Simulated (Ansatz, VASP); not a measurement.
**Sr in VASP and in Ansatz**

```
CELL_PARAMETERS angstrom
7.25439 0.00000 0.00000
-3.62720 6.28249 0.00000
0.00000 0.00000 4.34873
ATOMIC_POSITIONS crystal
Sr 0.00000 0.00000 0.00000
Sr 0.33333 0.66667 0.50000
Sr 0.66667 0.33333 0.50000
```

Alike in both runs: task single point; functional RPBE; k mesh 7 × 7 × 10; occupations fermi-dirac, width 0.1 eV; no spin polarisation.

|  | VASP | Ansatz |
| --- | --- | --- |
| version | VASP 6.6.1 | Ansatz 0.2.0 |
| potentials or method | VASP PAW PBE potentials, release 64 (Sr_sv), cutoff 520 eV | plane waves (420 eV) with PAW, scalar-relativistic |
| valence electrons in the cell | 30 | 30 |

|  | VASP | Ansatz | Ansatz less VASP |
| --- | --- | --- | --- |
| pressure (GPa) | -1.0 | -1.0 | 0.00 |

VASP's potentials were made for PBE, not for RPBE. The functional is the same, so the differences come from potentials, cutoffs and numerics.
